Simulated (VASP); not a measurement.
# KTi3 (Pm-3m) in VASP: notebook

The runs below take KTi3 through single point, with PBE.

All numbers are computed with VASP 6.6.1; they aren't measurements. Logs are shortened: lines on timing, memory, paths and dates and some standing lists are left out, and cuts for length are marked.

## Step 1: The cell of the first run

It takes space group Pm-3m (No. 221, cubic). The conventional cell has a = 4.901 Å, b = 4.901 Å, c = 4.901 Å, α = 90.00°, β = 90.00°, γ = 90.00°. K (site symmetry m-3m) has 12 Ti at 3.47 Å within 4.6 Å. Ti (site symmetry 4/mmm) has 4 K at 3.47 Å and 8 Ti at 3.47 Å within 4.6 Å.

## Step 2: Single point, PBE

Contents of INCAR:

```
SYSTEM = KTi3
PREC     = Accurate       ! precision mode
ENCUT    = 520            ! plane-wave cutoff, eV
EDIFF    = 1E-6           ! SCF threshold, eV
ISMEAR   = 0              ! smearing method
SIGMA    = 0.1            ! smearing width, eV
LREAL    = .FALSE.        ! projectors in reciprocal space
LASPH    = .TRUE.         ! aspherical terms in the spheres
NELM     = 100            ! most SCF steps
ALGO     = Normal         ! electronic algorithm
ISIF     = 2              ! what is computed and relaxed
LWAVE    = .FALSE.        ! write WAVECAR
LCHARG   = .TRUE.         ! write CHGCAR
GGA      = PE             ! functional
LELF     = .TRUE.         ! ELF
LVHAR    = .TRUE.       
NBANDS   = 30             ! bands
```

Contents of KPOINTS:

```
Automatic mesh
0
G
  4 4 4
  0 0 0
```

Contents of POSCAR:

```
KTi3
1.0
    4.9005680900      0.0000000000      0.0000000000
    0.0000000000      4.9005680900      0.0000000000
    0.0000000000      0.0000000000      4.9005680900
K Ti
1 3
Direct
    0.5000000000      0.5000000000      0.5000000000
    0.5000000000      0.0000000000      0.0000000000
    0.0000000000      0.5000000000      0.0000000000
    0.0000000000      0.0000000000      0.5000000000
```

Potentials or basis: VASP PAW PBE potentials, release 64 (K_sv, Ti_sv).

On the command line:

```sh
$ cat potpaw_PBE.64/K_sv/POTCAR potpaw_PBE.64/Ti_sv/POTCAR > POTCAR
$ mpirun -np 1 vasp_std > vasp.out
```

OUTCAR:

```text
SYSTEM = KTi3
   PREC = Accurate
   ENCUT = 520
   EDIFF = 1E-6
   ISMEAR = 0
   LREAL = .FALSE.
   LASPH = .TRUE.
   NELM = 100
   ISIF = 2
   GGA = PE

 ion  position               nearest neighbor table
   1  0.500  0.500  0.500-
   2  0.500  0.000  0.000-
   3  0.000  0.500  0.000-
   4  0.000  0.000  0.500-

  LATTYP: Found a simple cubic cell.
 ALAT       =     4.9005680900

  Lattice vectors:

 A1 = (   4.9005680900,   0.0000000000,   0.0000000000)
 A2 = (   0.0000000000,   4.9005680900,   0.0000000000)
 A3 = (   0.0000000000,   0.0000000000,   4.9005680900)

Analysis of symmetry for initial positions (statically):
=====================================================================
 Subroutine PRICEL returns:
 Original cell was already a primitive cell.

 Routine SETGRP: Setting up the symmetry group for a
 simple cubic supercell.

 Subroutine GETGRP returns: Found 48 space group operations
 (whereof 48 operations were pure point group operations)
 out of a pool of 48 trial point group operations.

The static configuration has the point symmetry O_h .

Analysis of symmetry for dynamics (positions and initial velocities):
=====================================================================
 Subroutine PRICEL returns:
 Original cell was already a primitive cell.

 Routine SETGRP: Setting up the symmetry group for a
 simple cubic supercell.

 Subroutine GETGRP returns: Found 48 space group operations
 (whereof 48 operations were pure point group operations)
 out of a pool of 48 trial point group operations.

The dynamic configuration has the point symmetry O_h .

 Subroutine INISYM returns: Found 48 space group operations
 (whereof 48 operations are pure point group operations),
 and found     1 'primitive' translations

----------------------------------------------------------------------------------------

                                     Primitive cell

  volume of cell :     117.6899

  direct lattice vectors                    reciprocal lattice vectors
     4.900568090  0.000000000  0.000000000     0.204057975  0.000000000  0.000000000
     0.000000000  4.900568090  0.000000000     0.000000000  0.204057975  0.000000000
     0.000000000  0.000000000  4.900568090     0.000000000  0.000000000  0.204057975

  length of vectors
     4.900568090  4.900568090  4.900568090     0.204057975  0.204057975  0.204057975

  position of ions in fractional coordinates (direct lattice)
     0.500000000  0.500000000  0.500000000
     0.500000000  0.000000000  0.000000000
     0.000000000  0.500000000  0.000000000
     0.000000000  0.000000000  0.500000000

  ion indices of the primitive-cell ions
   primitive index   ion index
                 1           1
                 2           2
                 3           3
                 4           4

----------------------------------------------------------------------------------------

 KPOINTS: Automatic mesh

Automatic generation of k-mesh.
 Grid dimensions read from file:
 generate k-points for:    4    4    4

 Generating k-lattice:

  Cartesian coordinates                     Fractional coordinates (reciprocal lattice)
     0.051014494  0.000000000  0.000000000     0.250000000  0.000000000  0.000000000
     0.000000000  0.051014494  0.000000000     0.000000000  0.250000000  0.000000000
     0.000000000  0.000000000  0.051014494     0.000000000  0.000000000  0.250000000

  Length of vectors
     0.051014494  0.051014494  0.051014494

  Shift w.r.t. Gamma in fractional coordinates (k-lattice)
     0.000000000  0.000000000  0.000000000

 Subroutine IBZKPT returns following result:
 ===========================================

 Found     10 irreducible k-points:

 Following reciprocal coordinates:
            Coordinates               Weight
  0.000000  0.000000  0.000000      1.000000
  0.250000  0.000000  0.000000      6.000000
  0.500000  0.000000  0.000000      3.000000
  0.250000  0.250000  0.000000     12.000000
  0.500000  0.250000  0.000000     12.000000
  0.500000  0.500000  0.000000      3.000000
  0.250000  0.250000  0.250000      8.000000
  0.500000  0.250000  0.250000     12.000000
  0.500000  0.500000  0.250000      6.000000
  0.500000  0.500000  0.500000      1.000000
   k-points           NKPTS =     10   k-points in BZ     NKDIM =     10   number of bands    NBANDS=     30
   number of dos      NEDOS =    301   number of ions     NIONS =      4
   total plane-waves  NPLWV =  46656
   dimension x,y,z NGX =    36 NGY =   36 NGZ =   36
   dimension x,y,z NGXF=    72 NGYF=   72 NGZF=   72
   ions per type =               1   3
   NGX,Y,Z   is equivalent  to a cutoff of  12.21, 12.21, 12.21 a.u.
   NGXF,Y,Z  is equivalent  to a cutoff of  24.43, 24.43, 24.43 a.u.
 SYSTEM =  KTi3
   PREC   = accura    normal or accurate (medium, high low for compatibility)
   ISTART =      0    job   : 0-new  1-cont  2-samecut
   ICHARG =      2    charge: 1-file 2-atom 10-const
   ISPIN  =      1    spin polarized calculation?
   LNONCOLLINEAR =      F non collinear calculations
   LSORBIT =      F    spin-orbit coupling
   LASPH  =      T    aspherical Exc in radial PAW
   ENCUT  =  520.0 eV  38.22 Ry    6.18 a.u.   9.11  9.11  9.11*2*pi/ulx,y,z
   NELM   =    100;   NELMIN=  2; NELMDL= -5     # of ELM steps
   EDIFF  = 0.1E-05   stopping-criterion for ELM
   LREAL  =      F    real-space projection
   EDIFFG = 0.1E-04   stopping-criterion for IOM
   NSW    =      0    number of steps for IOM
   IBRION =     -1    ionic relax: 0-MD 1-quasi-New 2-CG
   NFREE  =      0    steps in history (QN), initial steepest desc. (CG)
   ISIF   =      2    stress and relaxation
   ISYM   =      2    0-nonsym 1-usesym 2-fastsym
   POTIM  = 0.5000    time-step for ionic-motion
   TEBEG  =    0.0;   TEEND  =   0.0 temperature during run
   PSTRESS=    0.0 pullay stress
   NELECT =      45.0000    total number of electrons
   NUPDOWN=      -1.0000    fix difference up-down
   EMIN   =  10.00;   EMAX   =-10.00  energy-range for DOS
   EFERMI =   0.00;   METHOD = LEGACY
   ISMEAR =     0;   SIGMA  =   0.10  broadening in eV -4-tet -1-fermi 0-gaus
   EFERMI_NEDOS =   21; number of points for ismear=-14 and -15
   IALGO  =     38    algorithm
   IMIX   =      4    mixing-type and parameters
     AMIX     =   0.40;   BMIX     =  1.00
     AMIX_MAG =   1.60;   BMIX_MAG =  1.00
  volume/ion in A,a.u.               =      29.42       198.55
  Fermi-wavevector in a.u.,A,eV,Ry     =   1.188227  2.245423 19.209824  1.411882
  Thomas-Fermi vector in A             =   2.324361
   LORBIT       =      0    0 simple, 1 ext, 2 COOP (PROOUT), +10 PAW based schemes
   GGA     = PE    functional components
   LHFCALC =     F    Hartree Fock is set to
   AEXX    =    0.0000 exact exchange contribution
   IVDW    =     0    specifies the selected vdW correction
   LEPSILON=     F    determine dielectric tensor
   LRPA    =     F    only Hartree local field effects (RPA)
 non-spin polarized calculation
 Gauss-broadening in eV      SIGMA  =   0.10
  energy-cutoff  :      520.00
  volume of cell :      117.69
 maximum number of plane-waves:      3191
   NGX = 19   NGY = 19   NGZ = 19

 number of electron      45.0000029 magnetization

 Free energy of the ion-electron system (eV)
  ---------------------------------------------------
  ext. energy  EPLUGINS =         0.00000000
  ---------------------------------------------------
  free energy    TOTEN  =       -18.56529665 eV

  energy without entropy =      -18.52495465  energy(sigma->0) =      -18.54512565

 E-fermi :   3.2676     XC(G=0):  -9.0061

 val. band max:        3.1940401013   @ k =   0.5000   0.2500   0.0000
 cond. band min:       3.2706878018   @ k =   0.5000   0.0000   0.0000
 fundamental gap:      0.0766477005
 Fermi energy:         3.2675863496

 k-point     1 :       0.0000    0.0000    0.0000
  band No.  band energies     occupation
      1     -54.2064      2.00000
      2     -54.1946      2.00000
      3     -54.1946      2.00000
      4     -30.4844      2.00000
      5     -30.4844      2.00000
      6     -30.4844      2.00000
[... 22 lines left out ...]
     29       4.9129      0.00000
     30       5.1797      0.00000

 k-point     2 :       0.2500    0.0000    0.0000
  band No.  band energies     occupation
      1     -54.2048      2.00000
      2     -54.1960      2.00000
      3     -54.1945      2.00000
      4     -30.4813      2.00000
      5     -30.4810      2.00000
      6     -30.4810      2.00000
[... 22 lines left out ...]
     29       4.3739      0.00000
     30       4.5782      0.00000

 k-point     3 :       0.5000    0.0000    0.0000
  band No.  band energies     occupation
      1     -54.2024      2.00000
      2     -54.1985      2.00000
      3     -54.1945      2.00000
      4     -30.4781      2.00000
      5     -30.4755      2.00000
      6     -30.4755      2.00000
[... 22 lines left out ...]
     29       4.2429      0.00000
     30       4.3137      0.00000

 k-point     4 :       0.2500    0.2500    0.0000
  band No.  band energies     occupation
      1     -54.2035      2.00000
      2     -54.1965      2.00000
      3     -54.1954      2.00000
      4     -30.4901      2.00000
      5     -30.4781      2.00000
      6     -30.4752      2.00000
[... 22 lines left out ...]
     29       4.4605      0.00000
     30       4.5078      0.00000

 k-point     5 :       0.5000    0.2500    0.0000
  band No.  band energies     occupation
      1     -54.2013      2.00000
      2     -54.1985      2.00000
      3     -54.1957      2.00000
      4     -30.4942      2.00000
      5     -30.4740      2.00000
      6     -30.4735      2.00000
[... 22 lines left out ...]
     29       4.2680      0.00000
     30       4.3730      0.00000
[... 64 lines left out ...]
     29       4.2414      0.00000
     30       4.5310      0.00000

 k-point     8 :       0.5000    0.2500    0.2500
  band No.  band energies     occupation
      1     -54.2004      2.00000
      2     -54.1985      2.00000
      3     -54.1965      2.00000
      4     -30.4952      2.00000
      5     -30.4922      2.00000
      6     -30.4880      2.00000
[... 22 lines left out ...]
     29       4.1865      0.00000
     30       4.3330      0.00000

 k-point     9 :       0.5000    0.5000    0.2500
  band No.  band energies     occupation
      1     -54.1985      2.00000
      2     -54.1985      2.00000
      3     -54.1985      2.00000
      4     -30.5027      2.00000
      5     -30.4934      2.00000
      6     -30.4934      2.00000
[... 22 lines left out ...]
     29       4.2853      0.00000
     30       4.2854      0.00000

 k-point    10 :       0.5000    0.5000    0.5000
  band No.  band energies     occupation
      1     -54.1985      2.00000
      2     -54.1985      2.00000
      3     -54.1985      2.00000
      4     -30.5024      2.00000
      5     -30.5024      2.00000
      6     -30.5024      2.00000
[... 22 lines left out ...]
     29       4.2299      0.00000
     30       4.2299      0.00000

------------------------ aborting loop because EDIFF is reached ----------------------------------------

  FORCE on cell =-STRESS in cart. coord.  units (eV):
  Direction    XX          YY          ZZ          XY          YZ          ZX
  --------------------------------------------------------------------------------------
  -------------------------------------------------------------------------------------
  Total       -6.7674933     -6.7674933     -6.7674933     -0.0000000     -0.0000000      0.0000000
  in kB      -92.1295892    -92.1295892    -92.1295892     -0.0000000     -0.0000000      0.0000000
  external PRESSURE =     -92.1295892 kB  Pullay stress =       0.0000000 kB

 VOLUME and BASIS-vectors are now :
 -----------------------------------------------------------------------------
  energy-cutoff  :      520.00
  volume of cell :      117.69
      direct lattice vectors                 reciprocal lattice vectors
     4.900568090  0.000000000  0.000000000     0.204057975  0.000000000  0.000000000
     0.000000000  4.900568090  0.000000000     0.000000000  0.204057975  0.000000000
     0.000000000  0.000000000  4.900568090     0.000000000  0.000000000  0.204057975

 POSITION                                       TOTAL-FORCE (eV/Angst)
 -----------------------------------------------------------------------------------
      2.45028      2.45028      2.45028         0.000000      0.000000      0.000000
      2.45028      0.00000      0.00000         0.000000      0.000000      0.000000
      0.00000      2.45028      0.00000         0.000000      0.000000      0.000000
      0.00000      0.00000      2.45028         0.000000      0.000000      0.000000
 -----------------------------------------------------------------------------------
    total drift:                                0.000000      0.000000     -0.000000

  FREE ENERGIE OF THE ION-ELECTRON SYSTEM (eV)
  ---------------------------------------------------
  free  energy   TOTEN  =       -18.5652966472 eV

  energy  without entropy=      -18.5249546499  energy(sigma->0) =      -18.54512565
```

Run time: 34 s. Hardware: 1 thread of Intel Xeon Platinum 8259CL at 2.50GHz (Skylake/Cascade Lake), shared host; peak memory 0.21 GiB.

Results:

```
Free energy : -18.5653 eV
Pressure    : -9.2 GPa
```

(Continued in part 2 of 2.)
